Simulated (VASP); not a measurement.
Here is a VASP 6.6.1 calculation.

The input INCAR:

```
PREC     = Accurate       # precision mode
ENCUT    = 520            # plane-wave cutoff, eV
EDIFF    = 1E-7           # SCF threshold, eV
ISMEAR   = -1             # smearing method
SIGMA    = 0.1            # smearing width, eV
LREAL    = F              # projectors in reciprocal space
LASPH    = T              # aspherical terms in the spheres
NELM     = 80             # most SCF steps
ALGO     = Normal         # electronic algorithm
ISIF     = 2              # what is computed and relaxed
LWAVE    = F              # write WAVECAR
LCHARG   = F              # write CHGCAR
GGA      = PE             # functional
NBANDS   = 12             # bands
```

KPOINTS

```
Automatic mesh
0
Gamma
  18 18 18
```

The input POSCAR:

```
Cu
1.0
   -1.4425911822      1.4425911822      1.4425911822
    1.4425911822     -1.4425911822      1.4425911822
    1.4425911822      1.4425911822     -1.4425911822
Cu
1
Direct
    0.0000000000      0.0000000000      0.0000000000
```

Potentials or basis: VASP PAW PBE potentials, release 64 (Cu).

The run is started by

```sh
$ cat potpaw_PBE.64/Cu/POTCAR > POTCAR
$ mpirun -np 1 vasp_std > vasp.out
```

Q: Predict the pressure.

A: 0.6 GPa.
